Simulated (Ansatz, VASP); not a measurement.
One calculation of BP, two programs

INCAR

```
SYSTEM = BP
ALGO = Normal ; EDIFF = 1E-7
ENCUT = 520 ; GGA = PE
ISIF = 2 ; ISMEAR = 0
LASPH = .TRUE. ; LCHARG = .FALSE.
LREAL = .FALSE. ; LWAVE = .FALSE.
NBANDS = 11 ; NELM = 100
PREC = Accurate ; SIGMA = 0.05
```

KPOINTS

```
k-points
0
G
  10 10 10
  0 0 0
```

File POSCAR:

```
BP
1.0
    0.0000000000      2.3143800000      2.2690000000
    2.2690000000      0.0000000000      2.2690000000
    2.2690000000      2.3143800000      0.0000000000
B P
1 1
Direct
    0.0000000000      0.0000000000      0.0000000000
    0.7500000000      0.7500000000      0.7500000000
```

Input for Ansatz:

```yaml
crystal:
  lattice:
    - [0.0, 2.31438, 2.269]
    - [2.269, 0.0, 2.269]
    - [2.269, 2.31438, 0.0]
  atoms:
    - { symbol: B, position: [0.0, 0.0, 0.0] }
    - { symbol: P, position: [0.75, 0.75, 0.75] }
basis:
  ecutwfc: 420
kpoints:
  mp_grid: { grid: [10, 10, 10] }
hamiltonian:
  xc: pbe
scf:
  occupations: { method: gaussian, width: 0.05 }
output:
  forces: true
  stress: true
  eigenvalues: true
```

Change from the starting cell: strain +0.0200 x Voigt [0, 1, 0, 0, 0, 0], atoms carried along.

Alike in both runs: task single point; functional PBE; k mesh 10 × 10 × 10; occupations gaussian, width 0.05 eV; no spin polarisation.

|  | VASP | Ansatz |
| --- | --- | --- |
| version | VASP 6.6.1 | Ansatz 0.2.0 |
| potentials or method | VASP PAW PBE potentials, release 64 (B, P), cutoff 520 eV | scalar-relativistic, plane waves, PAW |
| valence electrons in the cell | 8 | 8 |

VASP gave:

| Property | Result |
| --- | --- |
| gap on the k mesh at the Fermi level (eV) | 1.12 |
| least direct gap on the mesh (eV) | 3.27 |
| pressure (GPa) | -2.3 |
| traceless stress, the component that is largest in VASP (GPa) | -3.57 |

What did Ansatz give for the same quantities?

gap on the k mesh at the Fermi level (eV): 1.12; least direct gap on the mesh (eV): 3.27; pressure (GPa): -2.0; traceless stress, the component that is largest in VASP (GPa): -3.57.
